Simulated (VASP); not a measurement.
# Li16H (a cell with a defect) in VASP: further runs

Li16H (a cell with a defect) is run at these levels: PBEsol; tasks: single point, relaxation of the atoms.

Program: VASP 6.6.1. These are calculated values, not measurements. Logs are shortened: lines on timing, memory, paths and dates and some standing lists are left out, and cuts for length are marked.

## 1. The cell of the first run

The cell holds a defect, 17 atoms: a = 6.980 Å, b = 6.980 Å, c = 6.980 Å, α = 90.00°, β = 90.00°, γ = 90.00°.

## 2. Single point, PBEsol

INCAR reads:

```
SYSTEM = Li16H
ALGO = Normal ; EDIFF = 1E-7
ENCUT = 520 ; GGA = PS
ISIF = 2 ; ISMEAR = -1
LASPH = .True. ; LCHARG = .False.
LREAL = Auto ; LWAVE = .False.
NBANDS = 38 ; NELM = 100
PREC = Accurate ; SIGMA = 0.05
```

KPOINTS reads:

```
k-points
0
Gamma
  3 3 3
  0 0 0
```

POSCAR reads:

```
Li16H
1.0
    6.9800000000      0.0000000000      0.0000000000
    0.0000000000      6.9800000000      0.0000000000
    0.0000000000      0.0000000000      6.9800000000
Li H
16 1
Direct
   -0.0030118433     -0.0042259779      0.0000923853
    0.5024937559     -0.0035207921      0.0001087253
    0.0070377834      0.4901616795      0.0001813590
    0.0016475487      0.0007565471      0.5001417646
    0.2500878509      0.2593434720      0.2437883922
    0.4930198467      0.4902808620      0.0001841408
    0.4987489759      0.0005776640      0.5001610601
    0.7503181575      0.2452558819      0.2568731638
   -0.0067044803      0.5049622547      0.5007236618
    0.2500429900      0.7533968817      0.2525497814
    0.2500863613      0.2596511974      0.7563981928
    0.5067904572      0.5049068809      0.5007182114
    0.7500686239      0.7494234603      0.2487325537
    0.7503241381      0.2451217367      0.7433207981
    0.2500271665      0.7549631780      0.7463230887
    0.7500492731      0.7490301908      0.7521740301
    0.2516700944      0.3732018828      0.0035926909
```

Potentials or basis: VASP PAW PBE potentials, release 64 (Li_sv, H).

Run with:

```sh
$ cat potpaw_PBE.64/Li_sv/POTCAR potpaw_PBE.64/H/POTCAR > POTCAR
$ mpirun -np 1 vasp_std > vasp.out
```

OUTCAR:

```text
SYSTEM = Li16H
   EDIFF = 1E-7
   ENCUT = 520
   GGA = PS
   ISIF = 2
   ISMEAR = -1
   LASPH = .True.
   LREAL = Auto
   NELM = 100
   PREC = Accurate

 ion  position               nearest neighbor table
   1  0.997  0.996  0.000-
   2  0.502  0.996  0.000-
   3  0.007  0.490  0.000-
   4  0.002  0.001  0.500-
   5  0.250  0.259  0.244-
   6  0.493  0.490  0.000-
[... 9 lines left out ...]
  16  0.750  0.749  0.752-
  17  0.252  0.373  0.004-

  LATTYP: Found a simple cubic cell.
 ALAT       =     6.9800000000

  Lattice vectors:

 A1 = (   6.9800000000,   0.0000000000,   0.0000000000)
 A2 = (   0.0000000000,   6.9800000000,   0.0000000000)
 A3 = (   0.0000000000,   0.0000000000,   6.9800000000)

Analysis of symmetry for initial positions (statically):
=====================================================================
 Subroutine PRICEL returns:
 Original cell was already a primitive cell.

 Routine SETGRP: Setting up the symmetry group for a
 simple cubic supercell.

 Subroutine GETGRP returns: Found  1 space group operations
 (whereof  1 operations were pure point group operations)
 out of a pool of 48 trial point group operations.

The static configuration has the point symmetry C_1 .

Analysis of symmetry for dynamics (positions and initial velocities):
=====================================================================
 Subroutine PRICEL returns:
 Original cell was already a primitive cell.

 Routine SETGRP: Setting up the symmetry group for a
 simple cubic supercell.

 Subroutine GETGRP returns: Found  1 space group operations
 (whereof  1 operations were pure point group operations)
 out of a pool of 48 trial point group operations.

The dynamic configuration has the point symmetry C_1 .

 Subroutine INISYM returns: Found  1 space group operations
 (whereof  1 operations are pure point group operations),
 and found     1 'primitive' translations

----------------------------------------------------------------------------------------

                                     Primitive cell

  volume of cell :     340.0684

  direct lattice vectors                    reciprocal lattice vectors
     6.980000000  0.000000000  0.000000000     0.143266476  0.000000000  0.000000000
     0.000000000  6.980000000  0.000000000     0.000000000  0.143266476  0.000000000
     0.000000000  0.000000000  6.980000000     0.000000000  0.000000000  0.143266476

  length of vectors
     6.980000000  6.980000000  6.980000000     0.143266476  0.143266476  0.143266476

  position of ions in fractional coordinates (direct lattice)
     0.996988157  0.995774022  0.000092385
     0.502493756  0.996479208  0.000108725
     0.007037783  0.490161679  0.000181359
     0.001647549  0.000756547  0.500141765
     0.250087851  0.259343472  0.243788392
     0.493019847  0.490280862  0.000184141
[... 9 lines left out ...]
     0.750049273  0.749030191  0.752174030
     0.251670094  0.373201883  0.003592691

  ion indices of the primitive-cell ions
   primitive index   ion index
                 1           1
                 2           2
                 3           3
                 4           4
                 5           5
                 6           6
[... 9 lines left out ...]
                16          16
                17          17

----------------------------------------------------------------------------------------

 KPOINTS: k-points

Automatic generation of k-mesh.
 Grid dimensions read from file:
 generate k-points for:    3    3    3

 Generating k-lattice:

  Cartesian coordinates                     Fractional coordinates (reciprocal lattice)
     0.047755492  0.000000000  0.000000000     0.333333333  0.000000000  0.000000000
     0.000000000  0.047755492  0.000000000     0.000000000  0.333333333  0.000000000
     0.000000000  0.000000000  0.047755492     0.000000000  0.000000000  0.333333333

  Length of vectors
     0.047755492  0.047755492  0.047755492

  Shift w.r.t. Gamma in fractional coordinates (k-lattice)
     0.000000000  0.000000000  0.000000000

 Subroutine IBZKPT returns following result:
 ===========================================

 Found     14 irreducible k-points:

 Following reciprocal coordinates:
            Coordinates               Weight
  0.000000  0.000000  0.000000      1.000000
  0.333333  0.000000  0.000000      2.000000
  0.000000  0.333333  0.000000      2.000000
  0.000000  0.000000  0.333333      2.000000
  0.333333  0.333333  0.000000      2.000000
  0.000000  0.333333  0.333333      2.000000
  0.333333  0.000000  0.333333      2.000000
 -0.333333  0.333333  0.000000      2.000000
 -0.333333  0.000000  0.333333      2.000000
  0.000000 -0.333333  0.333333      2.000000
  0.333333  0.333333  0.333333      2.000000
 -0.333333  0.333333  0.333333      2.000000
 -0.333333 -0.333333  0.333333      2.000000
  0.333333 -0.333333  0.333333      2.000000
   k-points           NKPTS =     14   k-points in BZ     NKDIM =     14   number of bands    NBANDS=     38
   number of dos      NEDOS =    301   number of ions     NIONS =     17
   total plane-waves  NPLWV = 157464
   dimension x,y,z NGX =    54 NGY =   54 NGZ =   54
   dimension x,y,z NGXF=   108 NGYF=  108 NGZF=  108
   ions per type =              16   1
   NGX,Y,Z   is equivalent  to a cutoff of  12.86, 12.86, 12.86 a.u.
   NGXF,Y,Z  is equivalent  to a cutoff of  25.72, 25.72, 25.72 a.u.
 SYSTEM =  Li16H
   PREC   = accura    normal or accurate (medium, high low for compatibility)
   ISTART =      0    job   : 0-new  1-cont  2-samecut
   ICHARG =      2    charge: 1-file 2-atom 10-const
   ISPIN  =      1    spin polarized calculation?
   LNONCOLLINEAR =      F non collinear calculations
   LSORBIT =      F    spin-orbit coupling
   LASPH  =      T    aspherical Exc in radial PAW
   ENCUT  =  520.0 eV  38.22 Ry    6.18 a.u.  12.98 12.98 12.98*2*pi/ulx,y,z
   NELM   =    100;   NELMIN=  2; NELMDL= -5     # of ELM steps
   EDIFF  = 0.1E-06   stopping-criterion for ELM
   LREAL  =      T    real-space projection
   EDIFFG = 0.1E-05   stopping-criterion for IOM
   NSW    =      0    number of steps for IOM
   IBRION =     -1    ionic relax: 0-MD 1-quasi-New 2-CG
   NFREE  =      0    steps in history (QN), initial steepest desc. (CG)
   ISIF   =      2    stress and relaxation
   ISYM   =      2    0-nonsym 1-usesym 2-fastsym
   POTIM  = 0.5000    time-step for ionic-motion
   TEBEG  =    0.0;   TEEND  =   0.0 temperature during run
   PSTRESS=    0.0 pullay stress
   NELECT =      49.0000    total number of electrons
   NUPDOWN=      -1.0000    fix difference up-down
   EMIN   =  10.00;   EMAX   =-10.00  energy-range for DOS
   EFERMI =   0.00;   METHOD = LEGACY
   ISMEAR =    -1;   SIGMA  =   0.05  broadening in eV -4-tet -1-fermi 0-gaus
   EFERMI_NEDOS =   21; number of points for ismear=-14 and -15
   IALGO  =     38    algorithm
   IMIX   =      4    mixing-type and parameters
     AMIX     =   0.40;   BMIX     =  1.00
     AMIX_MAG =   1.60;   BMIX_MAG =  1.00
  volume/ion in A,a.u.               =      20.00       134.99
  Fermi-wavevector in a.u.,A,eV,Ry     =   0.858258  1.621873 10.022155  0.736608
  Thomas-Fermi vector in A             =   1.975436
   LORBIT       =      0    0 simple, 1 ext, 2 COOP (PROOUT), +10 PAW based schemes
   GGA     = PS    functional components
   LHFCALC =     F    Hartree Fock is set to
   AEXX    =    0.0000 exact exchange contribution
   IVDW    =     0    specifies the selected vdW correction
   LEPSILON=     F    determine dielectric tensor
   LRPA    =     F    only Hartree local field effects (RPA)
 non-spin polarized calculation
  energy-cutoff  :      520.00
  volume of cell :      340.07
 maximum number of plane-waves:      9180
 NGX is ok and might be reduce to    54
   NGX = 25   NGY = 25   NGZ = 25

 number of electron      48.9999978 magnetization

 Free energy of the ion-electron system (eV)
  ---------------------------------------------------
  ext. energy  EPLUGINS =         0.00000000
  ---------------------------------------------------
  free energy    TOTEN  =       -35.16160051 eV

  energy without entropy =      -35.06755220  energy(sigma->0) =      -35.11457636

 E-fermi :   0.5186     XC(G=0):  -6.9488

 val. band max:        0.5139097184   @ k =   0.3333   0.0000   0.3333
 cond. band min:       0.5284580851   @ k =   0.0000   0.3333   0.3333
 fundamental gap:      0.0145483667
 Fermi energy:         0.5185865726

 k-point     1 :       0.0000    0.0000    0.0000
  band No.  band energies     occupation
      1     -45.5472      2.00000
      2     -45.5424      2.00000
      3     -45.5400      2.00000
      4     -45.5337      2.00000
      5     -45.4327      2.00000
      6     -45.4269      2.00000
[... 28 lines left out ...]
     35       3.6073      0.00000
     36       3.7719      0.00000

 k-point     2 :       0.3333    0.0000    0.0000
  band No.  band energies     occupation
      1     -45.5468      2.00000
      2     -45.5429      2.00000
      3     -45.5399      2.00000
      4     -45.5337      2.00000
      5     -45.4324      2.00000
      6     -45.4268      2.00000
[... 28 lines left out ...]
     35       3.7631      0.00000
     36       3.7873      0.00000

 k-point     3 :       0.0000    0.3333    0.0000
  band No.  band energies     occupation
      1     -45.5471      2.00000
      2     -45.5425      2.00000
      3     -45.5400      2.00000
      4     -45.5338      2.00000
      5     -45.4326      2.00000
      6     -45.4270      2.00000
[... 28 lines left out ...]
     35       3.7596      0.00000
     36       3.7598      0.00000

 k-point     4 :       0.0000    0.0000    0.3333
  band No.  band energies     occupation
      1     -45.5470      2.00000
      2     -45.5425      2.00000
      3     -45.5402      2.00000
      4     -45.5337      2.00000
      5     -45.4323      2.00000
      6     -45.4275      2.00000
[... 28 lines left out ...]
     35       3.7632      0.00000
     36       3.7868      0.00000

 k-point     5 :       0.3333    0.3333    0.0000
  band No.  band energies     occupation
      1     -45.5468      2.00000
      2     -45.5429      2.00000
      3     -45.5399      2.00000
      4     -45.5337      2.00000
      5     -45.4323      2.00000
      6     -45.4269      2.00000
[... 265 lines left out ...]
 k-point    12 :      -0.3333    0.3333    0.3333
  band No.  band energies     occupation
      1     -45.5467      2.00000
      2     -45.5429      2.00000
      3     -45.5402      2.00000
      4     -45.5337      2.00000
      5     -45.4319      2.00000
      6     -45.4273      2.00000
[... 28 lines left out ...]
     35       3.6848      0.00000
     36       3.7100      0.00000

 k-point    13 :      -0.3333   -0.3333    0.3333
  band No.  band energies     occupation
      1     -45.5467      2.00000
      2     -45.5429      2.00000
      3     -45.5402      2.00000
      4     -45.5337      2.00000
      5     -45.4319      2.00000
      6     -45.4273      2.00000
[... 28 lines left out ...]
     35       3.6879      0.00000
     36       3.7090      0.00000

 k-point    14 :       0.3333   -0.3333    0.3333
  band No.  band energies     occupation
      1     -45.5467      2.00000
      2     -45.5429      2.00000
      3     -45.5402      2.00000
      4     -45.5337      2.00000
      5     -45.4319      2.00000
      6     -45.4273      2.00000
[... 28 lines left out ...]
     35       3.6873      0.00000
     36       3.7093      0.00000
 [bands above 36 left out]

------------------------ aborting loop because EDIFF is reached ----------------------------------------

  FORCE on cell =-STRESS in cart. coord.  units (eV):
  Direction    XX          YY          ZZ          XY          YZ          ZX
  --------------------------------------------------------------------------------------
  -------------------------------------------------------------------------------------
  Total       -1.7241409     -1.8367687     -1.6905629      0.0276925     -0.0539994     -0.0010675
  in kB       -8.1230115     -8.6536392     -7.9648140      0.1304689     -0.2544093     -0.0050294
  external PRESSURE =      -8.2471549 kB  Pullay stress =       0.0000000 kB

 VOLUME and BASIS-vectors are now :
 -----------------------------------------------------------------------------
  energy-cutoff  :      520.00
  volume of cell :      340.07
      direct lattice vectors                 reciprocal lattice vectors
     6.980000000  0.000000000  0.000000000     0.143266476  0.000000000  0.000000000
     0.000000000  6.980000000  0.000000000     0.000000000  0.143266476  0.000000000
     0.000000000  0.000000000  6.980000000     0.000000000  0.000000000  0.143266476

 POSITION                                       TOTAL-FORCE (eV/Angst)
 -----------------------------------------------------------------------------------
      6.95898      6.95050      0.00064         0.005474      0.007249     -0.000609
      3.50741      6.95542      0.00076        -0.001836      0.005603     -0.000042
      0.04912      3.42133      0.00127         0.044271      0.001358      0.000891
      0.01150      0.00528      3.49099         0.002007      0.004747     -0.001304
      1.74561      1.81022      1.70164         0.000744     -0.019785      0.007182
      3.44128      3.42216      0.00129        -0.018673      0.010910      0.000399
[... 9 lines left out ...]
      5.23534      5.22823      5.25017        -0.000984     -0.002895      0.005732
      1.75666      2.60495      0.02508        -0.027140      0.005862     -0.060533
 -----------------------------------------------------------------------------------
    total drift:                               -0.002487      0.005830     -0.005211

  FREE ENERGIE OF THE ION-ELECTRON SYSTEM (eV)
  ---------------------------------------------------
  free  energy   TOTEN  =       -35.1616005114 eV

  energy  without entropy=      -35.0675522034  energy(sigma->0) =      -35.11457636
```

It took 3 min on 1 thread of Intel Xeon Platinum 8488C (Sapphire Rapids), shared host; peak memory 0.4 GiB.

Results:

| Item | Value |
| --- | --- |
| Free energy | -35.1616 eV |
| Largest force | 0.067 eV/Å |

Forces on the atoms (eV/Å):
```
Li   0.005  0.007 -0.001
Li  -0.002  0.006  0.000
Li   0.044  0.001  0.001
Li   0.002  0.005 -0.001
Li   0.001 -0.020  0.007
Li  -0.019  0.011  0.000
Li  -0.003  0.005 -0.001
Li  -0.001 -0.001 -0.007
Li   0.012 -0.001 -0.003
Li   0.000 -0.001  0.005
Li   0.001  0.002  0.050
Li  -0.011 -0.002 -0.002
Li  -0.001 -0.007 -0.005
Li  -0.002 -0.005  0.009
Li   0.000 -0.002  0.002
Li  -0.001 -0.003  0.006
H   -0.027  0.006 -0.061
```

Caveat: the cutoff is under 1.25 times the usual one of these potentials, so pressure, stress and relaxed cells hold a basis-set (Pulay) error; the PAW data sets were made with another functional, which shifts forces and pressure a little.

## 3. Relaxation of the atoms, PBEsol

INCAR reads:

```
  PREC = Accurate
  ENCUT = 520
  EDIFF = 1E-7
  ISMEAR = -1
  SIGMA = 0.05
  LREAL = Auto
  LASPH = True
  NELM = 100
  ALGO = Normal
  ISIF = 2
  LWAVE = False
  LCHARG = False
  GGA = PS
  IBRION = 2
  NSW = 45
  EDIFFG = -0.08
```

KPOINTS reads:

```
regular mesh
0
Gamma
  3 3 3
```

POSCAR reads:

```
Li16H
1.0
    6.9800000000      0.0000000000      0.0000000000
    0.0000000000      6.9800000000      0.0000000000
    0.0000000000      0.0000000000      6.9800000000
Li H
16 1
Direct
    0.0000000000      0.0000000000      0.0000000000
    0.5000000000      0.0000000000      0.0000000000
    0.0000000000      0.5000000000      0.0000000000
    0.0000000000      0.0000000000      0.5000000000
    0.2500000000      0.2500000000      0.2500000000
    0.5000000000      0.5000000000      0.0000000000
    0.5000000000      0.0000000000      0.5000000000
    0.7500000000      0.2500000000      0.2500000000
    0.0000000000      0.5000000000      0.5000000000
    0.2500000000      0.7500000000      0.2500000000
    0.2500000000      0.2500000000      0.7500000000
    0.5000000000      0.5000000000      0.5000000000
    0.7500000000      0.7500000000      0.2500000000
    0.7500000000      0.2500000000      0.7500000000
    0.2500000000      0.7500000000      0.7500000000
    0.7500000000      0.7500000000      0.7500000000
    0.2526967000      0.3732870000      0.0060640000
```

Potentials or basis: VASP PAW PBE potentials, release 64 (Li_sv, H).

Run with:

```sh
$ cat potpaw_PBE.64/Li_sv/POTCAR potpaw_PBE.64/H/POTCAR > POTCAR
$ mpirun -np 1 vasp_std > vasp.out
```

Run time: 9.7 min. Hardware: 1 thread of Intel Xeon Platinum 8488C (Sapphire Rapids), shared host; peak memory 0.45 GiB.

Results (log left out):

* Free energy: -35.1601 eV
* Energy gained by relaxing: 2.7 meV/atom
* Ionic steps: 5
* Largest force after relaxing: 0.040 eV/Å

Forces on the atoms (eV/Å):
```
Li  -0.019 -0.029  0.001
Li   0.021 -0.032  0.002
Li  -0.012  0.000  0.002
Li   0.020  0.031  0.004
Li   0.001  0.012 -0.016
Li  -0.002 -0.004  0.000
Li  -0.017  0.030  0.003
Li   0.001 -0.016  0.013
Li  -0.005  0.014  0.002
Li   0.001  0.033  0.022
Li   0.001 -0.009 -0.021
Li   0.005  0.014  0.002
Li   0.002 -0.026 -0.017
Li   0.001 -0.016 -0.011
Li   0.000  0.030 -0.022
Li   0.002 -0.028  0.023
H    0.001 -0.001  0.013
```

The path:
```tsv
step	energy change (eV)	largest force (eV/Å)	pressure (GPa)
1	0.0000	0.2373	-0.95
2	-0.0099	0.2102	-0.93
3	-0.0326	0.1256	-0.88
4	-0.0434	0.0961	-0.78
5	-0.0455	0.0395	-0.82
```

Final structure:
```yaml
crystal:
  lattice:
    - [6.98000, 0.00000, 0.00000]
    - [0.00000, 6.98000, 0.00000]
    - [0.00000, 0.00000, 6.98000]
  atoms:
    - { symbol: Li, position: [0.99826, 0.99823, 0.00000] }
    - { symbol: Li, position: [0.50150, 0.99848, 0.00001] }
    - { symbol: Li, position: [0.01075, 0.49245, 0.00046] }
    - { symbol: Li, position: [0.99985, 0.99931, 0.50007] }
    - { symbol: Li, position: [0.25017, 0.25596, 0.24252] }
    - { symbol: Li, position: [0.49075, 0.49309, 0.00043] }
    - { symbol: Li, position: [0.50022, 0.99921, 0.50008] }
    - { symbol: Li, position: [0.75011, 0.24844, 0.25345] }
    - { symbol: Li, position: [0.99651, 0.50157, 0.50026] }
    - { symbol: Li, position: [0.25000, 0.75151, 0.25153] }
    - { symbol: Li, position: [0.25020, 0.25753, 0.76116] }
    - { symbol: Li, position: [0.50344, 0.50158, 0.50026] }
    - { symbol: Li, position: [0.75004, 0.75083, 0.25024] }
    - { symbol: Li, position: [0.75012, 0.24846, 0.74644] }
    - { symbol: Li, position: [0.25000, 0.75207, 0.74795] }
    - { symbol: Li, position: [0.75003, 0.75060, 0.74991] }
    - { symbol: H, position: [0.25074, 0.37399, 0.00129] }
```

Levels at points of the mesh, in eV from the Fermi level:
| k point | band 21 | band 22 | band 23 | band 24 | band 25 | band 26 | band 27 | band 28 |
| --- | --- | --- | --- | --- | --- | --- | --- | --- |
| (0.00, 0.00, 0.00) | -1.14 | -1.11 | -1.05 | -0.32 | 0.24 | 0.24 | 0.25 | 0.25 |

Caveat: the cutoff is under 1.25 times the usual one of these potentials, so pressure, stress and relaxed cells hold a basis-set (Pulay) error; the PAW data sets were made with another functional, which shifts forces and pressure a little; the relaxation stopped at a loose force limit of 0.08 eV/Å, so its end isn't a converged minimum.
